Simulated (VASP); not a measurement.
CsBr:

```
Cs Br
1.0
     4.32252    0.00000    0.00000
     0.00000    4.32252    0.00000
     0.00000    0.00000    4.32252
Cs Br
1 1
Direct
  0.00000 0.00000 0.00000
  0.50000 0.50000 0.50000
```

Base run:

```yaml
Program: VASP 6.6.1
Functional: HSE06
Potentials_or_basis: VASP PAW PBE potentials, release 64 (Cs_sv, Br)
Cutoff: 400 eV
k_mesh: 6 × 6 × 6
Occupations: fermi-dirac, width 0.02 eV
Spin: no spin polarisation
```

Its results: band gap on the k mesh 5.59 eV (least direct gap 5.59 eV); pressure 0.3 GPa.

The run is repeated on the same cell with these changes: functional from HSE06 to r2SCAN; cutoff from 400 eV to 550 eV; k mesh from 6 × 6 × 6 to 8 × 8 × 8. What comes out?

Band gap on the k mesh 5.18 eV (least direct gap 5.18 eV); pressure 0.1 GPa.

Several settings changed at once.

Caveats: the PAW data sets were made with another functional, which shifts forces and pressure a little; spin-orbit coupling is left out, which moves the levels of the heavy elements.

A k mesh can miss the band edges.
